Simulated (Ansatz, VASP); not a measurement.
**Ti in VASP and in Ansatz**

File INCAR:

```
  PREC = Accurate
  ENCUT = 520
  EDIFF = 1E-7
  ISMEAR = 0
  SIGMA = 0.15
  LREAL = F
  LASPH = T
  NELM = 60
  ALGO = Fast
  ISIF = 2
  LWAVE = F
  LCHARG = F
  GGA = PS
  NBANDS = 12
```

Contents of KPOINTS:

```
regular mesh
0
Gamma
  20 20 20
```

POSCAR

```
Ti
1.0
   -1.6656150000      1.6656150000      1.6163850000
    1.6656150000     -1.6656150000      1.6163850000
    1.6656150000      1.6656150000     -1.6163850000
Ti
1
Direct
    0.0000000000      0.0000000000      0.0000000000
```

Input for Ansatz:

```yaml
crystal:
  lattice:
    - [-1.665615, 1.665615, 1.616385]
    - [1.665615, -1.665615, 1.616385]
    - [1.665615, 1.665615, -1.616385]
  atoms:
    - { symbol: Ti, position: [0.0, 0.0, 0.0] }
basis:
  ecutwfc: 420
kpoints:
  mp_grid: { grid: [20, 20, 20] }
hamiltonian:
  xc: pbesol
scf:
  occupations: { method: gaussian, width: 0.15 }
output:
  forces: true
  stress: true
  eigenvalues: true
```

Change from the starting cell: strain +0.015 along x and y, -0.015 along z, atoms carried along.

Alike in both runs: task single point; functional PBEsol; k mesh 20 × 20 × 20; occupations gaussian, width 0.15 eV; no spin polarisation.

```csv
,VASP,Ansatz
version,VASP 6.6.1,Ansatz 0.2.0
potentials or method,"VASP PAW PBE potentials, release 64 (Ti_sv), cutoff 520 eV","scalar-relativistic, plane waves, PAW"
valence electrons in the cell,12,12
```

Ansatz gave:

| Item | Value |
| --- | --- |
| gap on the k mesh at the Fermi level (eV) | none |
| pressure (GPa) | -7.9 |
| traceless stress, the component that is largest in VASP (GPa) | -0.59 |

What did VASP give for the same quantities?

gap on the k mesh at the Fermi level (eV): none; pressure (GPa): -8.1; traceless stress, the component that is largest in VASP (GPa): -0.59.

VASP's potentials were made for PBE, not for PBEsol. A gap of «none» marks a metal or a gap that the smearing closes. The functional is the same, so the differences come from potentials, cutoffs and numerics.
